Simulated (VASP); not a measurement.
# Br (Immm) in VASP: notebook

The runs below take Br through relaxation of cell and atoms, with PBEsol.

Program: VASP 6.6.1. These are calculated values, not measurements. Logs are shortened: lines on timing, memory, paths and dates and some standing lists are left out, and cuts for length are marked.

## 1. The cell of the first run

It takes space group Immm (No. 71, orthorhombic). The conventional cell has a = 2.574 Å, b = 3.440 Å, c = 7.156 Å, α = 90.00°, β = 90.00°, γ = 90.00°. Br (site symmetry mmm) has 4 Br at 2.57 to 3.44 Å within 3.5 Å.

## 2. Relaxation of cell and atoms, PBEsol, target pressure 5 GPa, at which the enthalpy is minimised

File INCAR:

```
SYSTEM = Br
PREC = Accurate
ENCUT = 600
EDIFF = 1E-7
ISMEAR = -1
SIGMA = 0.05
LREAL = .False.
LASPH = .True.
NELM = 60
ALGO = Normal
ISIF = 3
LWAVE = .False.
LCHARG = .False.
GGA = PS
IBRION = 2
NSW = 60
EDIFFG = -0.01
PSTRESS = 50.0
```

File KPOINTS:

```
regular mesh
0
Gamma
  13 13 13
  0 0 0
```

File POSCAR:

```
Br
1.0
   -1.2867684050      1.7199972000      3.5779911600
    1.2867684050     -1.7199972000      3.5779911600
    1.2867684050      1.7199972000     -3.5779911600
Br
1
Direct
    0.0000000000      0.0000000000      0.0000000000
```

Potentials or basis: VASP PAW PBE potentials, release 64 (Br).

The run is started by

```bash
cat potpaw_PBE.64/Br/POTCAR > POTCAR
mpirun -np 1 vasp_std > vasp.out
```

OUTCAR:

```text
SYSTEM = Br
   PREC = Accurate
   ENCUT = 600
   EDIFF = 1E-7
   ISMEAR = -1
   LREAL = .False.
   LASPH = .True.
   NELM = 60
   ISIF = 3
   GGA = PS
   IBRION = 2
   NSW = 60
   EDIFFG = -0.01
   PSTRESS = 50.0

 ion  position               nearest neighbor table
   1  0.000  0.000  0.000-

  LATTYP: Found a body centered orthorhombic cell.
 ALAT       =     2.5735368100
 B/A-ratio  =     1.3366796957
 C/A-ratio  =     2.7806022794

  Lattice vectors:

 A1 = (  -1.2867684050,   1.7199972000,   3.5779911600)
 A2 = (   1.2867684050,  -1.7199972000,   3.5779911600)
 A3 = (   1.2867684050,   1.7199972000,  -3.5779911600)

Analysis of symmetry for initial positions (statically):
=====================================================================
 Subroutine PRICEL returns:
 Original cell was already a primitive cell.

 Routine SETGRP: Setting up the symmetry group for a
 body centered orthorhombic supercell.

 Subroutine GETGRP returns: Found  8 space group operations
 (whereof  8 operations were pure point group operations)
 out of a pool of  8 trial point group operations.

The static configuration has the point symmetry D_2h.

Analysis of symmetry for dynamics (positions and initial velocities):
=====================================================================
 Subroutine PRICEL returns:
 Original cell was already a primitive cell.

 Routine SETGRP: Setting up the symmetry group for a
 body centered orthorhombic supercell.

 Subroutine GETGRP returns: Found  8 space group operations
 (whereof  8 operations were pure point group operations)
 out of a pool of  8 trial point group operations.

The dynamic configuration has the point symmetry D_2h.

 Subroutine INISYM returns: Found  8 space group operations
 (whereof  8 operations are pure point group operations),
 and found     1 'primitive' translations

----------------------------------------------------------------------------------------

                                     Primitive cell

  volume of cell :      31.6758

  direct lattice vectors                    reciprocal lattice vectors
    -1.286768405  1.719997200  3.577991160     0.000000000  0.290698148  0.139743218
     1.286768405 -1.719997200  3.577991160     0.388570312  0.000000000  0.139743218
     1.286768405  1.719997200 -3.577991160     0.388570312  0.290698148  0.000000000

  length of vectors
     4.173270185  4.173270185  4.173270185     0.322542370  0.412934685  0.485275489

  position of ions in fractional coordinates (direct lattice)
     0.000000000  0.000000000  0.000000000

  ion indices of the primitive-cell ions
   primitive index   ion index
                 1           1

----------------------------------------------------------------------------------------

 KPOINTS: regular mesh

Automatic generation of k-mesh.
 Grid dimensions read from file:
 generate k-points for:   13   13   13

 Generating k-lattice:

  Cartesian coordinates                     Fractional coordinates (reciprocal lattice)
     0.000000000  0.022361396  0.010749478     0.076923077  0.000000000  0.000000000
     0.029890024  0.000000000  0.010749478     0.000000000  0.076923077 -0.000000000
     0.029890024  0.022361396  0.000000000     0.000000000 -0.000000000  0.076923077

  Length of vectors
     0.024810952  0.031764207  0.037328884

  Shift w.r.t. Gamma in fractional coordinates (k-lattice)
     0.000000000  0.000000000  0.000000000

 Subroutine IBZKPT returns following result:
 ===========================================

 Found    343 irreducible k-points:

 Following reciprocal coordinates:
            Coordinates               Weight
  0.000000  0.000000  0.000000      1.000000
  0.076923 -0.000000  0.000000      4.000000
  0.153846  0.000000 -0.000000      4.000000
  0.230769  0.000000  0.000000      4.000000
  0.307692  0.000000 -0.000000      4.000000
  0.384615  0.000000 -0.000000      4.000000
[... 16 lines left out ...]
  0.153846  0.153846 -0.000000      8.000000
  0.230769  0.153846  0.000000      8.000000
 [... further k-points ...]
   k-points           NKPTS =    343   k-points in BZ     NKDIM =    343   number of bands    NBANDS=      7
   number of dos      NEDOS =    301   number of ions     NIONS =      1
   total plane-waves  NPLWV =  46656
   dimension x,y,z NGX =    36 NGY =   36 NGZ =   36
   dimension x,y,z NGXF=    72 NGYF=   72 NGZF=   72
   ions per type =               1
   NGX,Y,Z   is equivalent  to a cutoff of  14.34, 14.34, 14.34 a.u.
   NGXF,Y,Z  is equivalent  to a cutoff of  28.68, 28.68, 28.68 a.u.
 SYSTEM =  Br
   PREC   = accura    normal or accurate (medium, high low for compatibility)
   ISTART =      0    job   : 0-new  1-cont  2-samecut
   ICHARG =      2    charge: 1-file 2-atom 10-const
   ISPIN  =      1    spin polarized calculation?
   LNONCOLLINEAR =      F non collinear calculations
   LSORBIT =      F    spin-orbit coupling
   LASPH  =      T    aspherical Exc in radial PAW
   ENCUT  =  600.0 eV  44.10 Ry    6.64 a.u.   8.34  8.34  8.34*2*pi/ulx,y,z
   NELM   =     60;   NELMIN=  2; NELMDL= -5     # of ELM steps
   EDIFF  = 0.1E-06   stopping-criterion for ELM
   LREAL  =      F    real-space projection
   EDIFFG = -.1E-01   stopping-criterion for IOM
   NSW    =     60    number of steps for IOM
   IBRION =      2    ionic relax: 0-MD 1-quasi-New 2-CG
   NFREE  =      1    steps in history (QN), initial steepest desc. (CG)
   ISIF   =      3    stress and relaxation
   ISYM   =      2    0-nonsym 1-usesym 2-fastsym
   POTIM  = 0.5000    time-step for ionic-motion
   TEBEG  =    0.0;   TEEND  =   0.0 temperature during run
   PSTRESS=   50.0 pullay stress
   NELECT =       7.0000    total number of electrons
   NUPDOWN=      -1.0000    fix difference up-down
   EMIN   =  10.00;   EMAX   =-10.00  energy-range for DOS
   EFERMI =   0.00;   METHOD = LEGACY
   ISMEAR =    -1;   SIGMA  =   0.05  broadening in eV -4-tet -1-fermi 0-gaus
   EFERMI_NEDOS =   21; number of points for ismear=-14 and -15
   IALGO  =     38    algorithm
   IMIX   =      4    mixing-type and parameters
     AMIX     =   0.40;   BMIX     =  1.00
     AMIX_MAG =   1.60;   BMIX_MAG =  1.00
  volume/ion in A,a.u.               =      31.68       213.76
  Fermi-wavevector in a.u.,A,eV,Ry     =   0.989764  1.870383 13.328717  0.979633
  Thomas-Fermi vector in A             =   2.121386
   LORBIT       =      0    0 simple, 1 ext, 2 COOP (PROOUT), +10 PAW based schemes
   GGA     = PS    functional components
   LHFCALC =     F    Hartree Fock is set to
   AEXX    =    0.0000 exact exchange contribution
   IVDW    =     0    specifies the selected vdW correction
   LEPSILON=     F    determine dielectric tensor
   LRPA    =     F    only Hartree local field effects (RPA)
 conjugate gradient relaxation of ions
 non-spin polarized calculation
  energy-cutoff  :      600.00
  volume of cell :       31.68
 maximum number of plane-waves:      1071
 NGX is ok and might be reduce to    36
   NGX = 17   NGY = 17   NGZ = 17

--------------------------------------- Ionic step        1  -------------------------------------------

 number of electron       7.0000000 magnetization

 Free energy of the ion-electron system (eV)
  ---------------------------------------------------
  ext. energy  EPLUGINS =         0.00000000
  ---------------------------------------------------
  free energy    TOTEN  =        -1.78470247 eV

  energy without entropy =       -1.77985856  energy(sigma->0) =       -1.78228051

------------------------ aborting loop because EDIFF is reached ----------------------------------------

  FORCE on cell =-STRESS in cart. coord.  units (eV):
  Direction    XX          YY          ZZ          XY          YZ          ZX
  --------------------------------------------------------------------------------------
  -------------------------------------------------------------------------------------
  Total       -0.4423092     -0.1201446      0.0001330      0.0000000      0.0000000      0.0000000
  in kB      -22.3722243     -6.0769764      0.0067257      0.0000000      0.0000000      0.0000000
  external PRESSURE =     -59.4808250 kB  Pullay stress =      50.0000000 kB
[... 90 lines left out ...]
  FREE ENERGIE OF THE ION-ELECTRON SYSTEM (eV)
  ---------------------------------------------------
  free  energy   TOTEN  =        -1.7528523022 eV

  energy  without entropy=       -1.7485926738  energy(sigma->0) =       -1.75072249

  enthalpy is  TOTEN    =        -0.8652842934 eV   P V=        0.8875680089

[... ionic steps 4 to 15 ...]

--------------------------------------- Ionic step       16  -------------------------------------------

 number of electron       7.0000000 magnetization

------------------------ aborting loop because EDIFF is reached ----------------------------------------

  FORCE on cell =-STRESS in cart. coord.  units (eV):
  Direction    XX          YY          ZZ          XY          YZ          ZX
  --------------------------------------------------------------------------------------
  -------------------------------------------------------------------------------------
  Total        0.7609890      0.7536357      0.7712780     -0.0000000      0.0000000      0.0000000
  in kB       50.1135286     49.6292873     50.7910885     -0.0000000      0.0000000      0.0000000
  external PRESSURE =       0.1779681 kB  Pullay stress =      50.0000000 kB
[... 59 lines left out ...]
  enthalpy is  TOTEN    =        -0.9592822041 eV   P V=        0.7590947520

--------------------------------------- Ionic step       18  -------------------------------------------

 number of electron       7.0000000 magnetization

 Free energy of the ion-electron system (eV)
  ---------------------------------------------------
  ext. energy  EPLUGINS =         0.00000000
  ---------------------------------------------------
  free energy    TOTEN  =        -1.71845609 eV

  energy without entropy =       -1.71604739  energy(sigma->0) =       -1.71725174

 E-fermi :   2.5899     XC(G=0):  -9.7225

 val. band max:        2.5696388752   @ k =  -0.0769   0.1538   0.0769
 cond. band min:       2.6012595428   @ k =  -0.2308   0.4615   0.2308
 fundamental gap:      0.0316206676
 Fermi energy:         2.5898613759

 k-point     1 :       0.0000    0.0000    0.0000
  band No.  band energies     occupation
      1     -14.2874      2.00000
      2       1.2259      2.00000
      3       1.7921      2.00000
      4       6.8014      0.00000
      5       8.4347      0.00000
      6      12.5568      0.00000
      7      14.5795      0.00000
[... 221 lines left out ...]
 k-point    24 :       0.2308    0.1538    0.0000
  band No.  band energies     occupation
      1     -13.3039      2.00000
      2      -0.7395      2.00000
      3       0.8245      2.00000
      4       3.5833      0.00000
      5      10.6118      0.00000
      6      13.9149      0.00000
      7      16.3095      0.00000

 [... further k-points ...]

------------------------ aborting loop because EDIFF is reached ----------------------------------------

  FORCE on cell =-STRESS in cart. coord.  units (eV):
  Direction    XX          YY          ZZ          XY          YZ          ZX
  --------------------------------------------------------------------------------------
  -------------------------------------------------------------------------------------
  Total        0.7601873      0.7629212      0.7658590      0.0000000      0.0000000      0.0000000
  in kB       50.0670394     50.2471015     50.4405856      0.0000000      0.0000000      0.0000000
  external PRESSURE =       0.2515755 kB  Pullay stress =      50.0000000 kB
[... 16 lines left out ...]
  FREE ENERGIE OF THE ION-ELECTRON SYSTEM (eV)
  ---------------------------------------------------
  free  energy   TOTEN  =        -1.7184560930 eV

  energy  without entropy=       -1.7160473883  energy(sigma->0) =       -1.71725174

  enthalpy is  TOTEN    =        -0.9592867158 eV   P V=        0.7591693772

 reached required accuracy - stopping structural energy minimisation
```

Wall time 7.6 min (1 thread of Intel Xeon 6975P-C (Granite Rapids), shared host); peak memory 0.28 GiB.

What came out:

```yaml
Free_energy: -1.7185 eV
Relaxed_volume: 24.33 Å³/atom
Relaxed_cell: a = 3.650 Å, b = 3.650 Å, c = 3.650 Å, α = 139.71°, β = 128.15°, γ = 67.63°
Space_group_after_relaxing_to_0.1_Å: Immm (No. 71)
Energy_change_on_relaxing_the_run_minimises_the_enthalpy: +66.2 meV/atom
Ionic_steps: 18
Pressure_after_relaxing: 5.0 GPa
Band_gap_on_the_k_mesh: zero (an odd number of electrons rules out a gap without spin polarisation)
```

The path:
```
step  energy change (eV)  largest force (eV/Å)  pressure (GPa)  volume (Å³)
   1              0.0000                0.0000           -0.95        31.68
   2              0.1211                0.0000            9.05        26.58
   3              0.0319                0.0000            4.14        28.44
   4              0.0523                0.0000            5.23        25.45
   5              0.0649                0.0000            5.67        24.98
   6              0.0470                0.0000            3.66        25.21
   7              0.0460                0.0000            3.45        25.24
   8              0.0520                0.0000            4.33        24.83
   9              0.0562                0.0000            4.70        24.67
  10              0.0566                0.0000            4.75        24.66
  11              0.0606                0.0000            4.79        24.51
  12              0.0633                0.0000            4.82        24.42
  13              0.0639                0.0000            4.82        24.40
  14              0.0666                0.0000            5.09        24.32
  15              0.0659                0.0000            5.02        24.34
  16              0.0662                0.0000            5.02        24.33
  17              0.0663                0.0000            5.01        24.32
  18              0.0662                0.0000            5.03        24.33
```

Final structure:
```
Br
1.0
    -1.25699    1.59554    3.03235
     1.25699   -1.59554    3.03235
     1.25699    1.59554   -3.03235
Br
1
Direct
  0.00000 0.00000 0.00000
```

Levels at points of the mesh, in eV from the Fermi level:
| k point | band 1 | band 2 | band 3 | band 4 | band 5 | band 6 |
| --- | --- | --- | --- | --- | --- | --- |
| (0.00, 0.00, 0.00) | -16.88 | -1.36 | -0.80 | 4.21 | 5.84 | 9.97 |

Caveat: the cell is relaxed towards a set pressure, so the run minimises the enthalpy, not the energy; the volume moved by over 15 % at a fixed basis, so the end points are rough; the PAW data sets were made with another functional, which shifts forces and pressure a little; an odd number of electrons without spin polarisation forces a metal; a magnetic or distorted state may lie lower.

## 3. Relaxation of cell and atoms, PBEsol, target pressure 10 GPa, at which the enthalpy is minimised

File INCAR:

```
ALGO = Normal
EDIFF = 1E-6
EDIFFG = -0.01
ENCUT = 600
GGA = PS
IBRION = 2
ISIF = 3
ISMEAR = -1
LASPH = T
LCHARG = F
LREAL = F
LWAVE = F
NELM = 80
NSW = 60
PREC = Accurate
PSTRESS = 100.0
SIGMA = 0.05
```

File KPOINTS:

```
k-points
0
Gamma
  13 13 13
```

POSCAR is that of step 2.

Potentials or basis: VASP PAW PBE potentials, release 64 (Br).

The run is started by

```bash
cat potpaw_PBE.64/Br/POTCAR > POTCAR
mpirun -np 1 vasp_std > vasp.out
```

It took 6 min on 1 thread of Intel Xeon 6975P-C (Granite Rapids), shared host; peak memory 0.28 GiB.

Results (log left out):

```yaml
Free_energy: -1.6218 eV
Relaxed_volume: 22.20 Å³/atom
Relaxed_cell: a = 3.496 Å, b = 3.496 Å, c = 3.496 Å, α = 138.32°, β = 127.31°, γ = 69.33°
Space_group_after_relaxing_to_0.1_Å: Immm (No. 71)
Energy_change_on_relaxing_the_run_minimises_the_enthalpy: +162.9 meV/atom
Ionic_steps: 18
Pressure_after_relaxing: 10.0 GPa
Band_gap_on_the_k_mesh: zero (an odd number of electrons rules out a gap without spin polarisation)
```

Step by step:
| step | energy change (eV) | largest force (eV/Å) | pressure (GPa) | volume (Å³) |
| --- | --- | --- | --- | --- |
| 1 | 0.0000 | 0.0000 | -0.95 | 31.68 |
| 2 | 0.5070 | 0.0000 | 24.87 | 22.75 |
| 3 | 0.1104 | 0.0000 | 8.67 | 26.40 |
| 4 | 0.2344 | 0.0000 | 13.35 | 21.71 |
| 5 | 0.2110 | 0.0000 | 12.55 | 22.05 |
| 6 | 0.1993 | 0.0000 | 12.16 | 22.23 |
| 7 | 0.1372 | 0.0000 | 7.10 | 22.88 |
| 8 | 0.1440 | 0.0000 | 7.95 | 22.75 |
| 9 | 0.1632 | 0.0000 | 9.92 | 22.20 |
| 10 | 0.1685 | 0.0000 | 10.27 | 22.11 |
| 11 | 0.1693 | 0.0000 | 10.37 | 22.10 |
| 12 | 0.1634 | 0.0000 | 9.90 | 22.19 |
| 13 | 0.1657 | 0.0000 | 10.13 | 22.15 |
| 14 | 0.1655 | 0.0000 | 10.05 | 22.16 |
| 15 | 0.1656 | 0.0000 | 10.04 | 22.15 |
| 16 | 0.1657 | 0.0000 | 10.06 | 22.15 |
| 17 | 0.1646 | 0.0000 | 10.04 | 22.17 |
| 18 | 0.1629 | 0.0000 | 9.98 | 22.20 |

Final structure:
```xyz
1
Lattice="-1.2437 1.5516 2.8757 1.2437 -1.5516 2.8757 1.2437 1.5516 -2.8757" Properties=species:S:1:pos:R:3 pbc="T T T"
Br    0.0000    0.0000    0.0000
```

Levels at points of the mesh, in eV from the Fermi level:
```csv
k point,band 1,band 2,band 3,band 4,band 5,band 6
"(0.00, 0.00, 0.00)",-17.45,-1.14,-0.65,4.34,6.18,10.24
```

Caveat: the cell is relaxed towards a set pressure, so the run minimises the enthalpy, not the energy; the volume moved by over 15 % at a fixed basis, so the end points are rough; the PAW data sets were made with another functional, which shifts forces and pressure a little; an odd number of electrons without spin polarisation forces a metal; a magnetic or distorted state may lie lower.

The gap in the log of VASP goes by the Fermi energy; the results here count the filled bands.